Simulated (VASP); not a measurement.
# Fe (Pm-3n) in VASP: notebook

The runs below take Fe through single point, with LDA.

Everything below comes from runs of VASP 6.6.1. Logs are shortened: lines on timing, memory, paths and dates and some standing lists are left out, and cuts for length are marked.

## Step 1: The cell of the first run

The structure is cubic, space group Pm-3n (No. 223). Conventional cell: a = 4.281 Å, b = 4.281 Å, c = 4.281 Å, α = 90.00°, β = 90.00°, γ = 90.00°. Within 3.2 Å of Fe (site symmetry m-3) lie 12 Fe at 2.39 Å. Fe (site symmetry -4m2) has 14 Fe at 2.14 to 2.62 Å within 2.8 Å.

## Step 2: Single point, LDA

File INCAR:

```
SYSTEM = Fe
PREC = Accurate
ENCUT = 520
EDIFF = 1E-6
ISMEAR = -1
SIGMA = 0.1
LREAL = .False.
LASPH = .True.
NELM = 100
ALGO = Normal
ISIF = 2
LWAVE = .False.
LCHARG = .False.
GGA = CA
NBANDS = 42
```

File KPOINTS:

```
Automatic mesh
0
Gamma
  6 6 6
  0 0 0
```

File POSCAR:

```
Fe
1.0
    4.2810571043      0.0000000000      0.0000000000
    0.0000000000      4.2810571043      0.0000000000
    0.0000000000      0.0000000000      4.2810571043
Fe
8
Direct
    0.0000000000      1.0000000000      0.0000000000
    0.5000000000      0.5000000000      0.5000000000
    0.2500000000      0.0000000000      0.5000000000
    0.7500000000      0.0000000000      0.5000000000
    0.5000000000      0.2500000000      0.0000000000
    0.5000000000      0.7500000000      0.0000000000
    1.0000000000      0.5000000000      0.2500000000
    1.0000000000      0.5000000000      0.7500000000
```

Potentials or basis: VASP PAW LDA potentials, release 64 (Fe).

Launch:

```sh
> cat potpaw_LDA.64/Fe/POTCAR > POTCAR
> mpirun -np 1 vasp_std > vasp.out
```

OUTCAR:

```text
SYSTEM = Fe
   PREC = Accurate
   ENCUT = 520
   EDIFF = 1E-6
   ISMEAR = -1
   LREAL = .False.
   LASPH = .True.
   NELM = 100
   ISIF = 2
   GGA = CA

 ion  position               nearest neighbor table
   1  0.000  0.000  0.000-   3 2.39   4 2.39   5 2.39   6 2.39   7 2.39   8 2.39   3 2.39   4 2.39
                             7 2.39   8 2.39   5 2.39   6 2.39
   2  0.500  0.500  0.500-   3 2.39   4 2.39   5 2.39   6 2.39   7 2.39   8 2.39   5 2.39   6 2.39
                             3 2.39   4 2.39   7 2.39   8 2.39
   3  0.250  0.000  0.500-   4 2.14   4 2.14   1 2.39   1 2.39   2 2.39   2 2.39   5 2.62   6 2.62
                             6 2.62   5 2.62   8 2.62   7 2.62   8 2.62   7 2.62
   4  0.750  0.000  0.500-   3 2.14   3 2.14   1 2.39   1 2.39   2 2.39   2 2.39   5 2.62   6 2.62
                             6 2.62   5 2.62   8 2.62   7 2.62   8 2.62   7 2.62
   5  0.500  0.250  0.000-   6 2.14   6 2.14   1 2.39   2 2.39   2 2.39   1 2.39   3 2.62   4 2.62
                             3 2.62   4 2.62   8 2.62   7 2.62   7 2.62   8 2.62
   6  0.500  0.750  0.000-   5 2.14   5 2.14   1 2.39   2 2.39   2 2.39   1 2.39   3 2.62   4 2.62
                             3 2.62   4 2.62   8 2.62   7 2.62   7 2.62   8 2.62
   7  0.000  0.500  0.250-   8 2.14   8 2.14   1 2.39   2 2.39   1 2.39   2 2.39   3 2.62   4 2.62
                             5 2.62   3 2.62   4 2.62   6 2.62   5 2.62   6 2.62
   8  0.000  0.500  0.750-   7 2.14   7 2.14   1 2.39   2 2.39   1 2.39   2 2.39   3 2.62   4 2.62
                             5 2.62   3 2.62   4 2.62   6 2.62   5 2.62   6 2.62

  LATTYP: Found a simple cubic cell.
 ALAT       =     4.2810571043

  Lattice vectors:

 A1 = (   4.2810571043,   0.0000000000,   0.0000000000)
 A2 = (   0.0000000000,   4.2810571043,   0.0000000000)
 A3 = (   0.0000000000,   0.0000000000,   4.2810571043)

Analysis of symmetry for initial positions (statically):
=====================================================================
 Subroutine PRICEL returns:
 Original cell was already a primitive cell.

 Routine SETGRP: Setting up the symmetry group for a
 simple cubic supercell.

 Subroutine GETGRP returns: Found 48 space group operations
 (whereof 24 operations were pure point group operations)
 out of a pool of 48 trial point group operations.

The static configuration has the point symmetry T_h .
 The point group associated with its full space group is O_h .

Analysis of symmetry for dynamics (positions and initial velocities):
=====================================================================
 Subroutine PRICEL returns:
 Original cell was already a primitive cell.

 Routine SETGRP: Setting up the symmetry group for a
 simple cubic supercell.

 Subroutine GETGRP returns: Found 48 space group operations
 (whereof 24 operations were pure point group operations)
 out of a pool of 48 trial point group operations.

The dynamic configuration has the point symmetry T_h .
 The point group associated with its full space group is O_h .

 Subroutine INISYM returns: Found 48 space group operations
 (whereof 24 operations are pure point group operations),
 and found     1 'primitive' translations

----------------------------------------------------------------------------------------

                                     Primitive cell

  volume of cell :      78.4609

  direct lattice vectors                    reciprocal lattice vectors
     4.281057104  0.000000000  0.000000000     0.233587167  0.000000000  0.000000000
     0.000000000  4.281057104  0.000000000     0.000000000  0.233587167  0.000000000
     0.000000000  0.000000000  4.281057104     0.000000000  0.000000000  0.233587167

  length of vectors
     4.281057104  4.281057104  4.281057104     0.233587167  0.233587167  0.233587167

  position of ions in fractional coordinates (direct lattice)
     0.000000000  0.000000000  0.000000000
     0.500000000  0.500000000  0.500000000
     0.250000000  0.000000000  0.500000000
     0.750000000  0.000000000  0.500000000
     0.500000000  0.250000000  0.000000000
     0.500000000  0.750000000  0.000000000
     0.000000000  0.500000000  0.250000000
     0.000000000  0.500000000  0.750000000

  ion indices of the primitive-cell ions
   primitive index   ion index
                 1           1
                 2           2
                 3           3
                 4           4
                 5           5
                 6           6
                 7           7
                 8           8

----------------------------------------------------------------------------------------

 KPOINTS: Automatic mesh

Automatic generation of k-mesh.
 Grid dimensions read from file:
 generate k-points for:    6    6    6

 Generating k-lattice:

  Cartesian coordinates                     Fractional coordinates (reciprocal lattice)
     0.038931194  0.000000000  0.000000000     0.166666667  0.000000000  0.000000000
     0.000000000  0.038931194  0.000000000     0.000000000  0.166666667  0.000000000
     0.000000000  0.000000000  0.038931194     0.000000000  0.000000000  0.166666667

  Length of vectors
     0.038931194  0.038931194  0.038931194

  Shift w.r.t. Gamma in fractional coordinates (k-lattice)
     0.000000000  0.000000000  0.000000000

 Subroutine IBZKPT returns following result:
 ===========================================

 Found     20 irreducible k-points:

 Following reciprocal coordinates:
            Coordinates               Weight
  0.000000  0.000000  0.000000      1.000000
  0.166667  0.000000  0.000000      6.000000
  0.333333  0.000000  0.000000      6.000000
  0.500000  0.000000  0.000000      3.000000
  0.166667  0.166667  0.000000     12.000000
  0.333333  0.166667  0.000000     24.000000
[... 12 lines left out ...]
  0.500000  0.500000  0.333333      6.000000
  0.500000  0.500000  0.500000      1.000000
   k-points           NKPTS =     20   k-points in BZ     NKDIM =     20   number of bands    NBANDS=     42
   number of dos      NEDOS =    301   number of ions     NIONS =      8
   total plane-waves  NPLWV =  32768
   dimension x,y,z NGX =    32 NGY =   32 NGZ =   32
   dimension x,y,z NGXF=    64 NGYF=   64 NGZF=   64
   ions per type =               8
   NGX,Y,Z   is equivalent  to a cutoff of  12.43, 12.43, 12.43 a.u.
   NGXF,Y,Z  is equivalent  to a cutoff of  24.85, 24.85, 24.85 a.u.
 SYSTEM =  Fe
   PREC   = accura    normal or accurate (medium, high low for compatibility)
   ISTART =      0    job   : 0-new  1-cont  2-samecut
   ICHARG =      2    charge: 1-file 2-atom 10-const
   ISPIN  =      1    spin polarized calculation?
   LNONCOLLINEAR =      F non collinear calculations
   LSORBIT =      F    spin-orbit coupling
   LASPH  =      T    aspherical Exc in radial PAW
   ENCUT  =  520.0 eV  38.22 Ry    6.18 a.u.   7.96  7.96  7.96*2*pi/ulx,y,z
   NELM   =    100;   NELMIN=  2; NELMDL= -5     # of ELM steps
   EDIFF  = 0.1E-05   stopping-criterion for ELM
   LREAL  =      F    real-space projection
   EDIFFG = 0.1E-04   stopping-criterion for IOM
   NSW    =      0    number of steps for IOM
   IBRION =     -1    ionic relax: 0-MD 1-quasi-New 2-CG
   NFREE  =      0    steps in history (QN), initial steepest desc. (CG)
   ISIF   =      2    stress and relaxation
   ISYM   =      2    0-nonsym 1-usesym 2-fastsym
   POTIM  = 0.5000    time-step for ionic-motion
   TEBEG  =    0.0;   TEEND  =   0.0 temperature during run
   PSTRESS=    0.0 pullay stress
   NELECT =      64.0000    total number of electrons
   NUPDOWN=      -1.0000    fix difference up-down
   EMIN   =  10.00;   EMAX   =-10.00  energy-range for DOS
   EFERMI =   0.00;   METHOD = LEGACY
   ISMEAR =    -1;   SIGMA  =   0.10  broadening in eV -4-tet -1-fermi 0-gaus
   EFERMI_NEDOS =   21; number of points for ismear=-14 and -15
   IALGO  =     38    algorithm
   IMIX   =      4    mixing-type and parameters
     AMIX     =   0.40;   BMIX     =  1.00
     AMIX_MAG =   1.60;   BMIX_MAG =  1.00
  volume/ion in A,a.u.               =       9.81        66.19
  Fermi-wavevector in a.u.,A,eV,Ry     =   1.529621  2.890564 31.834096  2.339740
  Thomas-Fermi vector in A             =   2.637217
   LORBIT       =      0    0 simple, 1 ext, 2 COOP (PROOUT), +10 PAW based schemes
   GGA     = CA    functional components
   LHFCALC =     F    Hartree Fock is set to
   AEXX    =    0.0000 exact exchange contribution
   IVDW    =     0    specifies the selected vdW correction
   LEPSILON=     F    determine dielectric tensor
   LRPA    =     F    only Hartree local field effects (RPA)
 non-spin polarized calculation
  energy-cutoff  :      520.00
  volume of cell :       78.46
 maximum number of plane-waves:      2176
 NGX is ok and might be reduce to    32
   NGX = 15   NGY = 15   NGZ = 15

 number of electron      64.0000096 magnetization

 Free energy of the ion-electron system (eV)
  ---------------------------------------------------
  ext. energy  EPLUGINS =         0.00000000
  ---------------------------------------------------
  free energy    TOTEN  =       -73.45104027 eV

  energy without entropy =      -72.89374056  energy(sigma->0) =      -73.17239042

 E-fermi :   7.3775     XC(G=0): -14.2821

 val. band max:        7.3661390343   @ k =   0.3333   0.3333   0.1667
 cond. band min:       7.3804671371   @ k =   0.5000   0.5000   0.3333
 fundamental gap:      0.0143281029
 Fermi energy:         7.3774510703

 k-point     1 :       0.0000    0.0000    0.0000
  band No.  band energies     occupation
      1      -1.8495      2.00000
      2       2.1178      2.00000
      3       2.1178      2.00000
      4       2.9837      2.00000
      5       3.0423      2.00000
      6       3.0423      2.00000
[... 34 lines left out ...]
     41       8.3162      0.00017
     42      10.0982      0.00000
[... 814 lines left out ...]
      2       2.4217      2.00000
      3       2.4217      2.00000
      4       2.4217      2.00000
      5       2.4217      2.00000
      6       2.4217      2.00000
[... 34 lines left out ...]
     41       9.0786      0.00000
     42       9.0786      0.00000

------------------------ aborting loop because EDIFF is reached ----------------------------------------

  FORCE on cell =-STRESS in cart. coord.  units (eV):
  Direction    XX          YY          ZZ          XY          YZ          ZX
  --------------------------------------------------------------------------------------
  -------------------------------------------------------------------------------------
  Total       -0.1974419     -0.1974419     -0.1974419      0.0000000     -0.0000000     -0.0000000
  in kB       -4.0317809     -4.0317809     -4.0317809      0.0000000     -0.0000000     -0.0000000
  external PRESSURE =      -4.0317809 kB  Pullay stress =       0.0000000 kB

 VOLUME and BASIS-vectors are now :
 -----------------------------------------------------------------------------
  energy-cutoff  :      520.00
  volume of cell :       78.46
      direct lattice vectors                 reciprocal lattice vectors
     4.281057104  0.000000000  0.000000000     0.233587167  0.000000000  0.000000000
     0.000000000  4.281057104  0.000000000     0.000000000  0.233587167  0.000000000
     0.000000000  0.000000000  4.281057104     0.000000000  0.000000000  0.233587167

 POSITION                                       TOTAL-FORCE (eV/Angst)
 -----------------------------------------------------------------------------------
      0.00000      0.00000      0.00000         0.000000      0.000000     -0.000000
      2.14053      2.14053      2.14053         0.000000      0.000000     -0.000000
      1.07026      0.00000      2.14053         0.000000     -0.000000     -0.000000
      3.21079      0.00000      2.14053        -0.000000     -0.000000      0.000000
      2.14053      1.07026      0.00000         0.000000     -0.000000      0.000000
      2.14053      3.21079      0.00000        -0.000000      0.000000     -0.000000
      0.00000      2.14053      1.07026         0.000000      0.000000     -0.000000
      0.00000      2.14053      3.21079         0.000000     -0.000000      0.000000
 -----------------------------------------------------------------------------------
    total drift:                                0.000000     -0.000000      0.000000

  FREE ENERGIE OF THE ION-ELECTRON SYSTEM (eV)
  ---------------------------------------------------
  free  energy   TOTEN  =       -73.4510402715 eV

  energy  without entropy=      -72.8937405637  energy(sigma->0) =      -73.17239042
```

It took 72 s on 1 thread of Intel Xeon Platinum 8559C (Emerald Rapids), shared host; peak memory 0.17 GiB.

What came out:

```yaml
Free_energy: -73.4510 eV
Pressure: -0.4 GPa
Band_gap_on_the_k_mesh: zero (bands 32 and 33 overlap by 0.63 eV)
```

Caveat: the run has no spin polarisation, though such a crystal can be magnetic. Spin polarisation is off, so any magnetic state and its effect on volume and gap are missing.

## Step 3: Single point, LDA

File INCAR:

```
PREC     = Accurate       # precision mode
ENCUT    = 520            # plane-wave cutoff, eV
EDIFF    = 1E-7           # SCF threshold, eV
ISMEAR   = -1             # smearing method
SIGMA    = 0.1            # smearing width, eV
LREAL    = False          # projectors in reciprocal space
LASPH    = True           # aspherical terms in the spheres
NELM     = 60             # most SCF steps
ALGO     = Normal         # electronic algorithm
ISIF     = 2              # what is computed and relaxed
LWAVE    = False          # write WAVECAR
LCHARG   = True           # write CHGCAR
GGA      = CA             # functional
LELF     = True           # ELF
LVHAR    = True         
NBANDS   = 42             # bands
```

File KPOINTS:

```
Automatic mesh
0
Gamma
  8 8 8
```

POSCAR is that of step 2.

Potentials or basis: VASP PAW LDA potentials, release 64 (Fe).

Launch:

```sh
> cat potpaw_LDA.64/Fe/POTCAR > POTCAR
> mpirun -np 1 vasp_std > vasp.out
```

Wall time 2.2 min (1 thread of Intel Xeon Platinum 8559C (Emerald Rapids), shared host); peak memory 0.2 GiB.

The run converged. Its results:

| Property | Result |
| --- | --- |
| Free energy | -73.4852 eV |
| Pressure | -0.5 GPa |
| Band gap on the k mesh | zero (bands 32 and 33 overlap by 0.63 eV) |

Levels at points of the mesh, in eV from the Fermi level:
```tsv
k point	band 28	band 29	band 30	band 31	band 32	band 33	band 34	band 35	band 36	band 37
(0.00, 0.00, 0.00)	-0.53	-0.39	-0.39	-0.39	-0.21	-0.21	0.23	0.23	0.61	0.61
(0.50, 0.00, 0.00)	-0.90	-0.70	-0.70	-0.15	-0.15	0.29	0.29	0.29	0.29	0.40
(0.50, 0.50, 0.00)	-0.60	-0.31	-0.12	-0.12	-0.01	-0.01	0.06	0.33	0.33	0.50
(0.50, 0.50, 0.50)	-0.66	-0.66	-0.66	0.43	0.43	0.43	0.43	0.43	0.43	0.53
```

Caveat: the run has no spin polarisation, though such a crystal can be magnetic. Spin polarisation is off, so any magnetic state and its effect on volume and gap are missing.
